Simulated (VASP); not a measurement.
Crystal: SnTe3.

```
Te Sn
1.0
     0.00000    3.78240    3.78240
     3.78240    0.00000    3.78240
     3.78240    3.78240    0.00000
Te Sn
3 1
Direct
  0.50000 0.50000 0.50000
  0.75000 0.75000 0.75000
  0.25000 0.25000 0.25000
  0.00000 0.00000 0.00000
```

Base run:

* Program: VASP 6.6.1
* Functional: PBE
* Potentials or basis: VASP PAW PBE potentials, release 64 (Te, Sn_d)
* Cutoff: 520 eV
* k mesh: 6 × 6 × 6
* Occupations: fermi-dirac, width 0.05 eV
* Spin: no spin polarisation

Its results: band gap on the k mesh zero (band 16 reaches 8.96 eV, above the bottom of band 17 at 6.54 eV); pressure 3.5 GPa.

Problem. The run is repeated on the same cell with these changes: functional from PBE to LDA; potentials or basis from VASP PAW PBE potentials, release 64 (Te, Sn_d) to VASP PAW LDA potentials, release 64 (Te, Sn_d). What comes out?

Solution. Band gap on the k mesh zero (band 16 reaches 8.80 eV, above the bottom of band 17 at 6.38 eV); pressure -0.7 GPa.

Caveats: spin-orbit coupling is left out, which moves the levels of the heavy elements.
